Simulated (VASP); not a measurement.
Here is a VASP 6.6.1 calculation.

Contents of INCAR:

```
SYSTEM = TiSi2
  PREC = Accurate
  ENCUT = 500
  EDIFF = 1E-6
  ISMEAR = 0
  SIGMA = 0.1
  LREAL = .FALSE.
  LASPH = .TRUE.
  NELM = 120
  ALGO = Normal
  ISIF = 2
  LWAVE = .FALSE.
  LCHARG = .FALSE.
  GGA = PS
  NBANDS = 29
  GGA_COMPAT = .FALSE.
```

KPOINTS

```
Automatic mesh
0
G
  4 4 4
  0 0 0
```

File POSCAR:

```
TiSi2
1.0
    1.7584749834     -6.6738022922      0.0000000000
    1.7584749834      6.6738022922      0.0000000000
    0.0000000000      0.0000000000      3.5555051207
Ti Si
2 4
Direct
    0.8975175634      0.1024824366      0.7500000000
    0.1024824366      0.8975175634      0.2500000000
    0.5599951695      0.4400048305      0.7500000000
    0.4400048305      0.5599951695      0.2500000000
    0.2497243707      0.7502756293      0.7500000000
    0.7502756293      0.2497243707      0.2500000000
```

Potentials or basis: VASP PAW PBE potentials, release 64 (Ti_sv, Si).

Command:

```sh
$ cat potpaw_PBE.64/Ti_sv/POTCAR potpaw_PBE.64/Si/POTCAR > POTCAR
$ mpirun -np 1 vasp_std > vasp.out
```

**Question.** Estimate the largest force.

**Answer.** 0.069 eV/Å.

**Question.** What does it give for the pressure?

**Answer.** 0.1 GPa.

**Question.** Predict the band gap on the k mesh.

**Answer.** Zero (band 20 reaches 11.15 eV, above the bottom of band 21 at 10.14 eV).

Stress tensor (GPa, compression positive):
```
-0.19  0.00  0.00
 0.00 -0.98  0.00
 0.00  0.00  1.42
```

Caveat: the k points lie up to 0.46 Å⁻¹ apart; the PAW data sets were made with another functional, which shifts forces and pressure a little.
